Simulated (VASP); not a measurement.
Wanted: the native input for a VASP 6.6.1 run.

```yaml
Task: single point
Functional: PBEsol
Dispersion: D4
Potentials_or_basis: VASP PAW PBE potentials, release 64 (Zn, Cu)
Cutoff: 520 eV
k_mesh: 9 × 9 × 9
Occupations: gaussian, width 0.1 eV
Spin: no spin polarisation
Dipole_correction: no
Further_INCAR_settings: ALGO = Fast; EDIFF = 1e-07; NBANDS = 18
```

The structure of ZnCu lies in POSCAR:

```
ZnCu
1.0
    2.9450000000      0.0000000000      0.0000000000
    0.0000000000      2.9450000000      0.0000000000
    0.0000000000      0.0000000000      2.9450000000
Zn Cu
1 1
Direct
    0.5111030000      0.5042410000      0.4952780000
   -0.0228300000     -0.0090300000      0.0035500000
```

This cell differs from its parent crystal: atoms moved at random.

These files were run (other wordings do the same):

INCAR

```
SYSTEM = ZnCu
PREC = Accurate ; ENCUT = 520
EDIFF = 1E-7 ; ISMEAR = 0
SIGMA = 0.1 ; LREAL = .FALSE.
LASPH = .TRUE. ; NELM = 100
ALGO = Fast ; ISIF = 2
LWAVE = .FALSE. ; LCHARG = .FALSE.
GGA = PS ; IVDW = 13
NBANDS = 18
```

KPOINTS

```
Automatic mesh
0
G
  9 9 9
  0 0 0
```

Potentials or basis: VASP PAW PBE potentials, release 64 (Zn, Cu).

The run is started by

```bash
$ cat potpaw_PBE.64/Zn/POTCAR potpaw_PBE.64/Cu/POTCAR > POTCAR
$ mpirun -np 1 vasp_std > vasp.out
```

It gave:

```json
{
  "Pressure": "-6.0 GPa",
  "Largest force": "0.509 eV/Å",
  "Dispersion energy per atom": "-0.260 eV"
}
```

Caveat: the cell differs from its parent crystal (atoms moved at random); the PAW data sets were made with another functional, which shifts forces and pressure a little; pairwise dispersion overbinds metals, which lowers pressure and volume.

Wall time 3.8 min on 1 thread of Intel(R) Xeon(R) Platinum 8259CL CPU @ 2.50GHz (Skylake/Cascade Lake), with other jobs on the host, peak memory 0.28 GiB.
